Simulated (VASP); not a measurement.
The system is GaB2.

```
CELL_PARAMETERS angstrom
-1.44230 1.44230 3.53815
1.44230 -1.44230 3.53815
1.44230 1.44230 -3.53815
ATOMIC_POSITIONS crystal
Ga 0.00000 0.00000 0.00000
B 0.66500 0.66500 0.00000
B 0.33500 0.33500 0.00000
```

```yaml
Program: VASP 6.6.1
Task: relaxation of cell and atoms
Functional: PBE
Potentials_or_basis: VASP PAW PBE potentials, release 64 (Ga_d, B)
Cutoff: 500 eV
k_mesh: 8 × 8 × 8
Occupations: gaussian, width 0.1 eV
Spin: no spin polarisation
```

At the start: pressure 4.5 GPa; volume 9.81 Å³/atom.

How do energy, volume and symmetry change on relaxing?

Over 33 steps the energy falls by 606.7 meV/atom and the volume is 11.58 Å³/atom (+18.0 %); space group I4/mmm (No. 139, to 0.1 Å) before and after.

The path:
| step | energy change (eV) | largest force (eV/Å) | pressure (GPa) | volume (Å³) |
| --- | --- | --- | --- | --- |
| 1 | 0.0000 | 0.9403 | 4.50 | 29.44 |
| 2 | -0.2828 | 0.6428 | -3.40 | 30.57 |
| 3 | -0.3623 | 0.5297 | -6.77 | 31.72 |
| 4 | -0.3663 | 0.1353 | -6.95 | 31.42 |
| 5 | -0.4132 | 1.6233 | 4.11 | 29.40 |
| 6 | -0.4182 | 1.1142 | 0.46 | 29.95 |
| 7 | -0.5415 | 1.9624 | 5.79 | 29.04 |
| 8 | -0.7427 | 3.0205 | 14.22 | 27.86 |
| 9 | -0.7166 | 1.8386 | 52.08 | 25.46 |
| 10 | -0.8921 | 3.1996 | 24.93 | 26.90 |
| 11 | -0.8441 | 2.5869 | 42.82 | 25.86 |
| 12 | -0.9129 | 3.0535 | 32.12 | 26.43 |
| 13 | -0.9235 | 2.9602 | 33.11 | 26.39 |
| 14 | -0.9426 | 2.6600 | 36.22 | 26.24 |
| 15 | -0.9143 | 1.7626 | 43.88 | 25.95 |
| 16 | -0.9430 | 2.5133 | 37.73 | 26.18 |
| 17 | -0.9642 | 2.4382 | 37.15 | 26.24 |
| 18 | -1.0252 | 2.2176 | 35.46 | 26.40 |
| 19 | -1.1363 | 1.7910 | 32.32 | 26.74 |
| 20 | -1.3152 | 0.8679 | 26.87 | 27.42 |
| 21 | -1.5127 | 0.8282 | 19.57 | 28.81 |
| 22 | -1.2548 | 6.0231 | 13.34 | 31.74 |
| 23 | -1.5279 | 1.9754 | 17.09 | 29.45 |
| 24 | -1.6017 | 1.3367 | 12.64 | 30.01 |
| 25 | -1.6885 | 0.1970 | 1.40 | 31.71 |
| 26 | -1.7047 | 0.1307 | 1.05 | 31.94 |
| 27 | -1.7477 | 0.0203 | 0.92 | 32.61 |
| 28 | -1.8139 | 0.1616 | 1.42 | 33.95 |
| 29 | -1.8162 | 0.2980 | 1.75 | 34.53 |
| 30 | -1.8172 | 0.2537 | 1.63 | 34.34 |
| 31 | -1.8195 | 0.1493 | -0.32 | 34.86 |
| 32 | -1.8199 | 0.0403 | 0.20 | 34.71 |
| 33 | -1.8200 | 0.0060 | 0.02 | 34.75 |

Final structure:
```
CELL_PARAMETERS angstrom
-1.76642 1.76642 2.78437
1.76642 -1.76642 2.78437
1.76642 1.76642 -2.78437
ATOMIC_POSITIONS crystal
Ga 0.00000 0.00000 0.00000
B 0.63997 0.63997 0.00000
B 0.36003 0.36003 0.00000
```

Caveat: the volume moved by over 15 % at a fixed basis, so the end points are rough.
